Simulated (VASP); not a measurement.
# InP (P6_3/mmc) in VASP: further runs, part 2 of 2

VASP 6.6.1. The steps go on from the part before.

## Step 4: Relaxation of cell and atoms, PBE

Input file INCAR:

```
ALGO = Normal
EDIFF = 1E-6
EDIFFG = -0.04
ENCUT = 600
GGA = PE
IBRION = 2
ISIF = 3
ISMEAR = 0
LASPH = T
LCHARG = F
LREAL = F
LWAVE = F
NELM = 60
NSW = 90
PREC = Accurate
SIGMA = 0.1
```

Input file KPOINTS:

```
k-points
0
Gamma
  6 6 4
```

Input file POSCAR:

```
InP
1.0
    4.0055955600      0.0000000000      0.0000000000
   -2.0027977800      3.4689475100      0.0000000000
    0.0000000000      0.0000000000      5.3063672100
In P
2 2
Direct
    0.3333333300      0.6666666700      0.2500000000
    0.6666666700      0.3333333300      0.7500000000
    0.0000000000      0.0000000000      0.0000000000
    0.0000000000      0.0000000000      0.5000000000
```

Potentials or basis: VASP PAW PBE potentials, release 64 (In_d, P).

The run is started by

```console
cat potpaw_PBE.64/In_d/POTCAR potpaw_PBE.64/P/POTCAR > POTCAR
mpirun -np 1 vasp_std > vasp.out
```

OUTCAR:

```text
EDIFF = 1E-6
   EDIFFG = -0.04
   ENCUT = 600
   GGA = PE
   IBRION = 2
   ISIF = 3
   ISMEAR = 0
   LASPH = T
   LREAL = F
   NELM = 60
   NSW = 90
   PREC = Accurate

 ion  position               nearest neighbor table
   1  0.333  0.667  0.250-   3 2.67   4 2.67   3 2.67   4 2.67   3 2.67   4 2.67   2 3.52   2 3.52
                             2 3.52   2 3.52   2 3.52   2 3.52
   2  0.667  0.333  0.750-   3 2.67   4 2.67   3 2.67   4 2.67   3 2.67   4 2.67   1 3.52   1 3.52
                             1 3.52   1 3.52   1 3.52   1 3.52
   3  0.000  0.000  0.000-   4 2.65   4 2.65   1 2.67   2 2.67   1 2.67   2 2.67   2 2.67   1 2.67

   4  0.000  0.000  0.500-   3 2.65   3 2.65   1 2.67   2 2.67   1 2.67   2 2.67   2 2.67   1 2.67

  LATTYP: Found a hexagonal cell.
 ALAT       =     4.0055955600
 C/A-ratio  =     1.3247386389

  Lattice vectors:

 A1 = (   4.0055955600,   0.0000000000,   0.0000000000)
 A2 = (  -2.0027977800,   3.4689475100,   0.0000000000)
 A3 = (   0.0000000000,   0.0000000000,   5.3063672100)

Analysis of symmetry for initial positions (statically):
[... 221 lines left out ...]
 Fermi energy:         5.8933539783

 k-point     1 :       0.0000    0.0000    0.0000
  band No.  band energies     occupation
      1      -8.7061      2.00000
      2      -8.7061      2.00000
      3      -8.7035      2.00000
      4      -8.7035      2.00000
      5      -8.6966      2.00000
      6      -8.6817      2.00000
[... 665 lines left out ...]
--------------------------------------- Ionic step        6  -------------------------------------------

 number of electron      36.0000007 magnetization

 Free energy of the ion-electron system (eV)
  ---------------------------------------------------
  ext. energy  EPLUGINS =         0.00000000
  ---------------------------------------------------
  free energy    TOTEN  =       -15.33246510 eV

  energy without entropy =      -15.32719561  energy(sigma->0) =      -15.32983036

 E-fermi :   7.1509     XC(G=0): -10.0535

 val. band max:        6.8688675777   @ k =   0.0000   0.0000   0.0000
 cond. band min:       7.1544825549   @ k =   0.3333  -0.0000   0.5000
 fundamental gap:      0.2856149772
 Fermi energy:         7.1509154889

 k-point     1 :       0.0000    0.0000    0.0000
  band No.  band energies     occupation
      1      -7.6442      2.00000
      2      -7.6442      2.00000
      3      -7.6291      2.00000
      4      -7.6291      2.00000
      5      -7.6233      2.00000
      6      -7.6072      2.00000
[... 545 lines left out ...]
  FREE ENERGIE OF THE ION-ELECTRON SYSTEM (eV)
  ---------------------------------------------------
  free  energy   TOTEN  =       -15.3324651027 eV

  energy  without entropy=      -15.3271956131  energy(sigma->0) =      -15.32983036

 reached required accuracy - stopping structural energy minimisation
```

OSZICAR:

```text
N       E                     dE             d eps       ncg     rms          rms(c)
DAV:   1     0.309176226135E+03    0.30918E+03   -0.18969E+04   924   0.230E+03
DAV:   2     0.160716024685E+02   -0.29310E+03   -0.28852E+03   942   0.478E+02
DAV:   3    -0.138993112802E+02   -0.29971E+02   -0.29186E+02  1168   0.158E+02
[... 56 lines left out ...]
DAV:   2    -0.153394218140E+02    0.90197E-02   -0.30861E-02  1234   0.229E+00    0.506E-01
DAV:   3    -0.153323930228E+02    0.70288E-02   -0.66700E-03  1418   0.133E+00    0.102E-01
DAV:   4    -0.153324689204E+02   -0.75898E-04   -0.10903E-03  1048   0.287E-01    0.106E-01
DAV:   5    -0.153324636962E+02    0.52242E-05   -0.10720E-04  1448   0.809E-02    0.540E-02
DAV:   6    -0.153324650692E+02   -0.13730E-05   -0.68630E-06  1066   0.322E-02    0.186E-02
DAV:   7    -0.153324651027E+02   -0.33568E-07   -0.12813E-06   656   0.142E-02
   6 F= -.15332465E+02 E0= -.15329830E+02  d E =-.102506E-01
```

Wall time 3.1 min (1 thread of Intel Xeon 8259CL, shared host); peak memory 0.22 GiB.

What came out:

| Quantity | Value |
| --- | --- |
| Free energy | -15.3325 eV |
| Relaxed volume | 22.62 Å³/atom |
| Relaxed cell | a = 4.233 Å, b = 4.233 Å, c = 5.829 Å, α = 90.00°, β = 90.00°, γ = 120.00° |
| Space group after relaxing (to 0.1 Å) | P6_3/mmc (No. 194) |
| Energy gained by relaxing | 214.3 meV/atom |
| Ionic steps | 6 |
| Pressure after relaxing | -0.1 GPa |
| Band gap on the k mesh | zero (bands 18 and 19 overlap by 1.56 eV) |

Step by step:
```csv
step,energy change (eV),largest force (eV/Å),pressure (GPa),volume (Å³)
1,0.0000,0.0000,19.52,73.73
2,-0.6739,0.0000,-5.02,100.38
3,-0.8471,0.0000,-0.01,90.23
4,-0.8470,0.0000,-0.23,90.58
5,-0.8544,0.0000,-0.22,90.53
6,-0.8573,0.0000,-0.15,90.47
```

Final structure:
```xyz
4
Lattice="4.2333 0.0000 0.0000 -2.1167 3.6661 0.0000 0.0000 0.0000 5.8292" Properties=species:S:1:pos:R:3 pbc="T T T"
In    0.0000    2.4441    1.4573
In    2.1167    1.2220    4.3719
P    -2.1167    3.6661    0.0000
P    -2.1167    3.6661    2.9146
```

Levels at points of the mesh, in eV from the Fermi level:
```tsv
k point	band 14	band 15	band 16	band 17	band 18	band 19	band 20	band 21	band 22
(0.00, 0.00, 0.00)	-2.30	-2.30	-2.26	-0.28	-0.28	1.53	1.57	1.57	2.29
(0.50, 0.00, 0.00)	-5.26	-3.69	-3.59	-3.52	-0.58	0.70	2.42	2.43	2.86
(0.00, 0.00, 0.50)	-3.25	-1.57	-1.57	-1.57	-1.57	-0.65	-0.65	3.32	3.32
(0.50, 0.00, 0.50)	-6.40	-2.61	-2.61	-1.84	-1.84	-0.49	-0.49	3.53	3.53
```

Caveat: the volume moved by over 15 % at a fixed basis, so the end points are rough; spin-orbit coupling is left out, which moves the levels of the heavy elements.

## Step 5: Single point, PBE

This run uses another cell than the first one, of 21.98 Å³/atom.

Input file INCAR:

```
SYSTEM = InP
PREC     = Accurate       ! precision mode
ENCUT    = 520            ! plane-wave cutoff, eV
EDIFF    = 1E-6           ! SCF threshold, eV
ISMEAR   = 0              ! smearing method
SIGMA    = 0.1            ! smearing width, eV
LREAL    = .FALSE.        ! projectors in reciprocal space
LASPH    = .TRUE.         ! aspherical terms in the spheres
NELM     = 80             ! most SCF steps
ALGO     = Normal         ! electronic algorithm
ISIF     = 2              ! what is computed and relaxed
LWAVE    = .FALSE.        ! write WAVECAR
LCHARG   = .TRUE.         ! write CHGCAR
GGA      = PE             ! functional
LELF     = .TRUE.         ! ELF
LVHAR    = .TRUE.       
NBANDS   = 26             ! bands
```

Input file KPOINTS:

```
regular mesh
0
G
  12 12 8
  0 0 0
```

Input file POSCAR:

```
InP
1.0
    3.9573636280      0.0000000000      0.0000000000
   -1.9786818140      3.4271774339      0.0000000000
    0.0000000000      0.0000000000      6.4814407886
In P
2 2
Direct
    0.3333333333      0.6666666667      0.2500000000
    0.6666666667      0.3333333333      0.7500000000
    0.0000000000      0.0000000000      0.0000000000
    0.0000000000      0.0000000000      0.5000000000
```

The run is started by

```console
cat potpaw_PBE.64/In_d/POTCAR potpaw_PBE.64/P/POTCAR > POTCAR
mpirun -np 1 vasp_std > vasp.out
```

Run time: 3.5 min. Hardware: 1 thread of Intel Xeon 8259CL, shared host; peak memory 0.32 GiB.

Results (log left out):

```yaml
Free_energy: -15.4084 eV
Pressure: -0.1 GPa
Band_gap_on_the_k_mesh: zero (bands 18 and 19 overlap by 1.48 eV)
```

Levels at points of the mesh, in eV from the Fermi level:
| k point | band 15 | band 16 | band 17 | band 18 | band 19 | band 20 | band 21 | band 22 |
| --- | --- | --- | --- | --- | --- | --- | --- | --- |
| (0.00, 0.00, 0.00) | -0.98 | -0.64 | 0.25 | 0.28 | 0.28 | 3.10 | 3.10 | 3.43 |
| (0.50, 0.00, 0.00) | -3.72 | -3.21 | -2.58 | -0.20 | 1.33 | 1.49 | 2.88 | 3.00 |
| (0.00, 0.00, 0.50) | -0.49 | -0.49 | -0.49 | -0.49 | 1.18 | 1.18 | 4.57 | 4.57 |
| (0.50, 0.00, 0.50) | -2.18 | -2.18 | -1.71 | -1.71 | 0.07 | 0.07 | 3.20 | 3.20 |

Caveat: spin-orbit coupling is left out, which moves the levels of the heavy elements.

## Step 6: Relaxation of cell and atoms, PBE

This run uses another cell than the first one, of 22.57 Å³/atom.

Input file INCAR:

```
  PREC = Accurate
  ENCUT = 600
  EDIFF = 1E-6
  ISMEAR = 0
  SIGMA = 0.1
  LREAL = F
  LASPH = T
  NELM = 100
  ALGO = Normal
  ISIF = 3
  LWAVE = F
  LCHARG = F
  GGA = PE
  IBRION = 2
  NSW = 100
  EDIFFG = -0.01
```

Input file KPOINTS:

```
Automatic mesh
0
Gamma
  12 12 8
```

Input file POSCAR:

```
InP
1.0
    4.2283177898      0.0000000000      0.0000000000
   -2.1141588949      3.6618306213      0.0000000000
    0.0000000000      0.0000000000      5.8313852560
In P
2 2
Direct
    0.3333333333      0.6666666667      0.2500000000
    0.6666666667      0.3333333333      0.7500000000
    0.0000000000      0.0000000000      0.0000000000
    0.0000000000      0.0000000000      0.5000000000
```

Potentials or basis: VASP PAW PBE potentials, release 64 (In_d, P).

The run is started by

```console
cat potpaw_PBE.64/In_d/POTCAR potpaw_PBE.64/P/POTCAR > POTCAR
mpirun -np 1 vasp_std > vasp.out
```

OUTCAR:

```text
PREC = Accurate
   ENCUT = 600
   EDIFF = 1E-6
   ISMEAR = 0
   LREAL = F
   LASPH = T
   NELM = 100
   ISIF = 3
   GGA = PE
   IBRION = 2
   NSW = 100
   EDIFFG = -0.01

 ion  position               nearest neighbor table
   1  0.333  0.667  0.250-   3 2.84   4 2.84   3 2.84   4 2.84   3 2.84   4 2.84   2 3.80   2 3.80
                             2 3.80   2 3.80   2 3.80   2 3.80
   2  0.667  0.333  0.750-   3 2.84   4 2.84   3 2.84   4 2.84   3 2.84   4 2.84   1 3.80   1 3.80
                             1 3.80   1 3.80   1 3.80   1 3.80
   3  0.000  0.000  0.000-   1 2.84   2 2.84   2 2.84   1 2.84   2 2.84   1 2.84   4 2.92   4 2.92

   4  0.000  0.000  0.500-   1 2.84   2 2.84   2 2.84   1 2.84   2 2.84   1 2.84   3 2.92   3 2.92

  LATTYP: Found a hexagonal cell.
 ALAT       =     4.2283177898
 C/A-ratio  =     1.3791265335

  Lattice vectors:

 A1 = (   4.2283177898,   0.0000000000,   0.0000000000)
[... 904 lines left out ...]
 [... further k-points ...]

[... ionic steps 4 to 7 ...]

--------------------------------------- Ionic step        8  -------------------------------------------

 number of electron      35.9999983 magnetization

------------------------ aborting loop because EDIFF is reached ----------------------------------------
[... 71 lines left out ...]
--------------------------------------- Ionic step       10  -------------------------------------------

 number of electron      35.9999990 magnetization

 Free energy of the ion-electron system (eV)
  ---------------------------------------------------
  ext. energy  EPLUGINS =         0.00000000
  ---------------------------------------------------
  free energy    TOTEN  =       -15.40769212 eV

  energy without entropy =      -15.40084068  energy(sigma->0) =      -15.40426640

 E-fermi :   6.9849     XC(G=0): -10.2089

 val. band max:        6.9630707984   @ k =   0.1667   0.1667   0.0000
 cond. band min:       6.9850709242   @ k =   0.0000   0.0000   0.2500
 fundamental gap:      0.0220001257
 Fermi energy:         6.9848866639

 k-point     1 :       0.0000    0.0000    0.0000
  band No.  band energies     occupation
      1      -7.4701      2.00000
      2      -7.4701      2.00000
      3      -7.4446      2.00000
      4      -7.4446      2.00000
      5      -7.4336      2.00000
      6      -7.4336      2.00000
[... 622 lines left out ...]
  FREE ENERGIE OF THE ION-ELECTRON SYSTEM (eV)
  ---------------------------------------------------
  free  energy   TOTEN  =       -15.4076921211 eV

  energy  without entropy=      -15.4008406846  energy(sigma->0) =      -15.40426640

 reached required accuracy - stopping structural energy minimisation
```

CONTCAR:

```text
InP
   1.00000000000000
     3.9588271182412118    0.0000000000000000   -0.0000000000000000
    -1.9794135591206059    3.4284448536360990    0.0000000000000000
     0.0000000000000000    0.0000000000000000    6.4798369811187424
  In              P
     2     2
Direct
     0.3333333332999970    0.6666666667000030    0.2500000000000000
     0.6666666667000030    0.3333333332999970    0.7500000000000000
     0.0000000000000000    0.0000000000000000    0.0000000000000000
     0.0000000000000000    0.0000000000000000    0.5000000000000000

  0.00000000E+00  0.00000000E+00  0.00000000E+00
  0.00000000E+00  0.00000000E+00  0.00000000E+00
  0.00000000E+00  0.00000000E+00  0.00000000E+00
  0.00000000E+00  0.00000000E+00  0.00000000E+00
```

It took 28 min on 1 thread of Intel Xeon 8259CL, shared host; peak memory 0.4 GiB.

Results:

```
Free energy                           : -15.4077 eV
Relaxed volume                        : 21.99 Å³/atom
Relaxed cell                          : a = 3.959 Å, b = 3.959 Å, c = 6.480 Å, α = 90.00°, β = 90.00°, γ = 120.00°
Space group after relaxing (to 0.1 Å) : P6_3/mmc (No. 194)
Energy gained by relaxing             : 30.9 meV/atom
Ionic steps                           : 10
Pressure after relaxing               : 0.0 GPa
Band gap on the k mesh                : zero (bands 18 and 19 overlap by 1.48 eV)
```

The path:
```csv
step,energy change (eV),largest force (eV/Å),pressure (GPa),volume (Å³)
1,0.0000,0.0000,0.32,90.29
2,-0.0495,0.0000,-0.29,90.85
3,-0.0862,0.0000,-1.23,91.55
4,-0.0900,0.0000,-1.53,91.77
5,-0.1093,0.0000,0.55,88.15
6,-0.1094,0.0000,0.39,88.40
7,-0.1145,0.0000,0.23,88.29
8,-0.1231,0.0000,-0.04,87.87
9,-0.1236,0.0000,0.00,87.98
10,-0.1236,0.0000,-0.02,87.95
```

Final structure:
```
In P
1.0
     3.95883    0.00000    0.00000
    -1.97941    3.42844    0.00000
     0.00000    0.00000    6.47984
In P
2 2
Cartesian
  0.0000 2.2856 1.6200
  1.9794 1.1428 4.8599
  0.0000 0.0000 0.0000
  0.0000 0.0000 3.2399
```

Caveat: spin-orbit coupling is left out, which moves the levels of the heavy elements.

## Step 7: Summary

| task | cell | k mesh | cutoff (eV) | gap on the mesh (eV) | pressure (GPa) | relaxed volume (Å³/atom) |
| --- | --- | --- | --- | --- | --- | --- |
| single point | a = 4.006, b = 4.006, c = 5.306 Å, angles 90.0, 90.0, 120.0°, 4 atoms | 6 × 6 × 4 | 520 | none | 19.5 | - |
| single point | a = 4.228, b = 4.228, c = 5.831 Å, angles 90.0, 90.0, 120.0°, 4 atoms | 6 × 6 × 4 | 520 | none | 0.0 | - |
| relaxation of cell and atoms | relaxed from a = 4.006, b = 4.006, c = 5.306 Å, angles 90.0, 90.0, 120.0°, 4 atoms | 6 × 6 × 4 | 600 | none | -0.1 | 22.62 |
| single point | a = 3.957, b = 3.957, c = 6.481 Å, angles 90.0, 90.0, 120.0°, 4 atoms | 12 × 12 × 8 | 520 | none | -0.1 | - |
| relaxation of cell and atoms | relaxed from a = 4.228, b = 4.228, c = 5.831 Å, angles 90.0, 90.0, 120.0°, 4 atoms | 12 × 12 × 8 | 600 | none | 0.0 | 21.99 |

Alike in all rows: level PBE; potentials or basis VASP PAW PBE potentials, release 64 (In_d, P); no spin polarisation; smearing gaussian 0.1 eV.

Caveats: spin-orbit coupling is left out, which moves the levels of the heavy elements; the cell stands under pressure (at least some runs); the volume moved by over 15 % at a fixed basis, so the end points are rough (at least some runs).

Absolute energies hang on the potentials; compare differences alone.
